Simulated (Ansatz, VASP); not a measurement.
**One calculation of SiC, two programs**

```
Si C
1.0
     3.09412    0.00000    0.00000
    -1.54706    2.67959    0.00000
     0.00000    0.00000   10.12934
Si C
4 4
Cartesian
  1.5471 0.8932 9.4997
  0.0000 1.7864 4.4351
  0.0000 0.0000 6.9680
  0.0000 0.0000 1.9033
  1.5471 0.8932 7.5951
  0.0000 1.7864 2.5304
  0.0000 0.0000 5.0692
  0.0000 0.0000 0.0045
```

Alike in both runs: functional PBE; k mesh 12 × 12 × 4; occupations gaussian, width 0.02 eV; no spin polarisation.

Ansatz relaxed the structure, and its values are those at the end. VASP's run is a single point on that final structure, the one shown.

|  | VASP | Ansatz |
| --- | --- | --- |
| version | VASP 6.6.1 | Ansatz 0.2.0 |
| potentials or method | VASP PAW PBE potentials, release 64 (Si, C), cutoff 520 eV | scalar-relativistic, plane waves, PAW |
| valence electrons in the cell | 32 | 32 |

|  | VASP | Ansatz | Ansatz less VASP |
| --- | --- | --- | --- |
| gap on the k mesh at the Fermi level (eV) | 2.22 | 2.22 | +0.001 |
| least direct gap on the mesh (eV) | 3.34 | 3.34 | +0.002 |
| pressure (GPa) | 0.0 | 0.0 | +0.05 |
